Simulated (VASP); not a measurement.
A run of VASP 6.6.1:

The input INCAR:

```
SYSTEM = SiC
ALGO = Normal ; EDIFF = 1E-6
ENCUT = 520 ; GGA = PS
ISIF = 2 ; ISMEAR = 0
LASPH = .True. ; LCHARG = .False.
LREAL = .False. ; LWAVE = .False.
NBANDS = 16 ; NELM = 100
PREC = Accurate ; SIGMA = 0.01
```

File KPOINTS:

```
k-points
0
Gamma
  12 12 4
  0 0 0
```

Contents of POSCAR:

```
SiC
1.0
    3.1461608586      0.0000000000      0.0000000000
   -1.5730804293      2.7246552258      0.0000000000
    0.0000000000      0.0000000000      5.1631404467
Si C
2 2
Direct
    0.3333333333      0.6666666667      0.0000000000
    0.6666666667      0.3333333333      0.5000000000
    0.3333333333      0.6666666667      0.3850000000
    0.6666666667      0.3333333333      0.8850000000
```

Potentials or basis: VASP PAW PBE potentials, release 64 (Si, C).

The run is started by

```bash
$ cat potpaw_PBE.64/Si/POTCAR potpaw_PBE.64/C/POTCAR > POTCAR
$ mpirun -np 1 vasp_std > vasp.out
```

Hardware: 1 thread of Intel Xeon 6975P-C, on a shared host.

Problem. Estimate the wall time of this run.

Solution. It took 22 s on 1 thread of Intel Xeon 6975P-C, with other jobs on the host, peak memory 0.17 GiB. Counts: scf iterations 12, k points 57.
